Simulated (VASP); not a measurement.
Write the native input for VASP 6.6.1 that does the following.

```yaml
Task: single point
Functional: PBEsol
Potentials_or_basis: VASP PAW PBE potentials, release 64 (Cd, Se)
Cutoff: 520 eV
k_mesh: 10 × 10 × 6
Occupations: gaussian, width 0.01 eV
Spin: no spin polarisation
Dipole_correction: no
Further_INCAR_settings: ALGO = Normal; EDIFF = 1e-06; NBANDS = 26
```

The structure of CdSe (qha) lies in POSCAR:

```
CdSe
1.0
    4.3019001062      0.0000000000      0.0000000000
   -2.1509500531      3.7255547765      0.0000000000
    0.0000000000      0.0000000000      7.0222751782
Cd Se
2 2
Direct
    0.3333333333      0.6666666667      0.0046653689
    0.6666666667      0.3333333333      0.5046653689
    0.3333333333      0.6666666667      0.3803346311
    0.6666666667      0.3333333333      0.8803346311
```

One way to write it, as run:

INCAR

```
SYSTEM = CdSe
ALGO = Normal
EDIFF = 1E-6
ENCUT = 520
GGA = PS
ISIF = 2
ISMEAR = 0
LASPH = .TRUE.
LCHARG = .FALSE.
LREAL = .FALSE.
LWAVE = .FALSE.
NBANDS = 26
NELM = 100
PREC = Accurate
SIGMA = 0.01
```

KPOINTS

```
k-points
0
G
  10 10 6
  0 0 0
```

Potentials or basis: VASP PAW PBE potentials, release 64 (Cd, Se).

Run with:

```sh
$ cat potpaw_PBE.64/Cd/POTCAR potpaw_PBE.64/Se/POTCAR > POTCAR
$ mpirun -np 1 vasp_std > vasp.out
```

It gave:

- Pressure: 0.3 GPa
- Band gap on the k mesh: 0.54 eV, direct

Caveat: the PAW data sets were made with another functional, which shifts forces and pressure a little.

It took 67 s on 1 thread of AMD EPYC 9R45 96-Core Processor (Zen 5), with other jobs on the host, peak memory 0.28 GiB.
